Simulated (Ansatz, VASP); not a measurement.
# InAs in VASP and in Ansatz

```xyz
2
Lattice="0.0000 3.0180 3.0180 3.0180 0.0000 3.0180 3.0180 3.0180 0.0000" Properties=species:S:1:pos:R:3 pbc="T T T"
In    0.0000    0.0000    0.0000
As    1.5090    1.5090    1.5090
```

Alike in both runs: functional PBE; k mesh 8 × 8 × 8; occupations fermi-dirac, width 0.02 eV; no spin polarisation.

Ansatz relaxed the structure, and its values are those at the end. VASP's run is a single point on that final structure, the one shown.

```csv
,VASP,Ansatz
version,VASP 6.6.1,Ansatz 0.2.0
potentials or method,"VASP PAW PBE potentials, release 64 (In_d, As)","plane-wave PAW, scalar-relativistic"
plane-wave cutoff (eV),500,420
valence electrons in the cell,18,28
```

|  | VASP | Ansatz | Ansatz less VASP |
| --- | --- | --- | --- |
| pressure (GPa) | 4.4 | 4.3 | -0.07 |

With one functional, cell and mesh, what is left measures potentials, basis and numerics. VASP's potentials hold 18 valence electrons a cell and Ansatz's 28, so a difference there can come from the potentials and not from the codes. Ansatz's warnings: stress scf threshold loose.
